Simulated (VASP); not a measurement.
A run of VASP 6.6.1 is set up as follows.

The input INCAR:

```
PREC     = Accurate       # precision mode
ENCUT    = 600            # plane-wave cutoff, eV
EDIFF    = 1E-6           # SCF threshold, eV
ISMEAR   = 0              # smearing method
SIGMA    = 0.02           # smearing width, eV
LREAL    = False          # projectors in reciprocal space
LASPH    = True           # aspherical terms in the spheres
NELM     = 100            # most SCF steps
ALGO     = Normal         # electronic algorithm
ISIF     = 3              # what is computed and relaxed
LWAVE    = False          # write WAVECAR
LCHARG   = False          # write CHGCAR
GGA      = PS             # functional
IBRION   = 2              # ionic algorithm
NSW      = 70             # ionic steps
EDIFFG   = -0.005         # ionic threshold
```

KPOINTS

```
Automatic mesh
0
Gamma
  10 10 10
```

The input POSCAR:

```
BP
1.0
    0.0000000000      2.2741519229      2.2741519229
    2.2741519229      0.0000000000      2.2741519229
    2.2741519229      2.2741519229      0.0000000000
B P
1 1
Direct
    0.0000000000      0.0000000000      0.0000000000
    0.2500000000      0.2500000000      0.2500000000
```

Potentials or basis: VASP PAW PBE potentials, release 64 (B, P).

Run with:

```bash
$ cat potpaw_PBE.64/B/POTCAR potpaw_PBE.64/P/POTCAR > POTCAR
$ mpirun -np 1 vasp_std > vasp.out
```

Problem. Estimate the relaxed cell.

Solution. a = 3.197 Å, b = 3.197 Å, c = 3.197 Å, α = 60.00°, β = 60.00°, γ = 60.00°.

Problem. Predict the band gap on the k mesh.

Solution. 1.12 eV, indirect (least direct gap 3.37 eV).

Problem. What does it give for the relaxed volume?

Solution. 11.55 Å³/atom.

Problem. What does it give for the space group after relaxing (to 0.05 Å)?

Solution. F-43m (No. 216).

The path:
```csv
step,energy change (eV),largest force (eV/Å),pressure (GPa),volume (Å³)
1,0.0000,0.0000,-2.94,23.52
2,-0.0017,0.0000,2.34,22.80
3,-0.0039,0.0000,0.00,23.10
```

Caveat: the PAW data sets were made with another functional, which shifts forces and pressure a little. A k mesh can miss the band edges.
